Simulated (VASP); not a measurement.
Input of a VASP 6.6.1 run:

Contents of INCAR:

```
SYSTEM = Y3Zr2F
PREC = Accurate
ENCUT = 600
EDIFF = 1E-7
ISMEAR = 0
SIGMA = 0.1
LREAL = .False.
LASPH = .True.
NELM = 100
ALGO = Normal
ISIF = 3
LWAVE = .False.
LCHARG = .False.
GGA = PE
IBRION = 2
NSW = 90
EDIFFG = -0.04
```

KPOINTS

```
regular mesh
0
Gamma
  4 4 4
  0 0 0
```

The input POSCAR:

```
Y3Zr2F
1.0
   -2.6851838600      2.6851838600      4.9019149000
    2.6851838600     -2.6851838600      4.9019149000
    2.6851838600      2.6851838600     -4.9019149000
Y Zr F
3 2 1
Direct
    0.6782475300      0.6782475300      0.0000000000
    0.3217524700      0.3217524700      0.0000000000
    0.0000000000      0.0000000000      0.0000000000
    0.7500000000      0.2500000000      0.5000000000
    0.2500000000      0.7500000000      0.5000000000
    0.5000000000      0.5000000000      0.0000000000
```

Potentials or basis: VASP PAW PBE potentials, release 64 (Y_sv, Zr_sv, F).

The run is started by

```console
$ cat potpaw_PBE.64/Y_sv/POTCAR potpaw_PBE.64/Zr_sv/POTCAR potpaw_PBE.64/F/POTCAR > POTCAR
$ mpirun -np 1 vasp_std > vasp.out
```

**Question.** Predict the relaxed cell.

**Answer.** a = 6.896 Å, b = 6.896 Å, c = 6.896 Å, α = 130.22°, β = 130.22°, γ = 73.05°.

**Question.** What does it give for the band gap on the k mesh?

**Answer.** Zero (band 32 reaches 3.56 eV, above the bottom of band 33 at 3.24 eV).

The path:
| step | energy change (eV) | largest force (eV/Å) | pressure (GPa) | volume (Å³) |
| --- | --- | --- | --- | --- |
| 1 | 0.0000 | 8.9899 | 25.24 | 141.38 |
| 2 | -0.2920 | 1.8779 | -4.53 | 228.15 |
| 3 | -3.1594 | 2.2606 | 2.81 | 173.15 |
| 4 | -3.2140 | 2.1146 | 3.61 | 170.49 |
| 5 | -3.2537 | 1.7273 | 5.36 | 165.47 |
| 6 | -3.8192 | 0.9180 | -0.76 | 188.85 |
| 7 | -3.8200 | 0.8898 | -0.94 | 189.78 |
| 8 | -3.8657 | 0.0325 | 0.28 | 186.36 |
| 9 | -3.8675 | 0.1888 | 0.06 | 186.90 |
| 10 | -3.8767 | 0.1241 | 0.08 | 186.85 |
| 11 | -3.8838 | 0.0418 | 0.15 | 186.69 |
| 12 | -3.8846 | 0.0076 | 0.14 | 186.73 |

Caveat: the k points lie up to 0.38 Å⁻¹ apart in the final cell; the volume moved by over 15 % at a fixed basis, so the end points are rough.
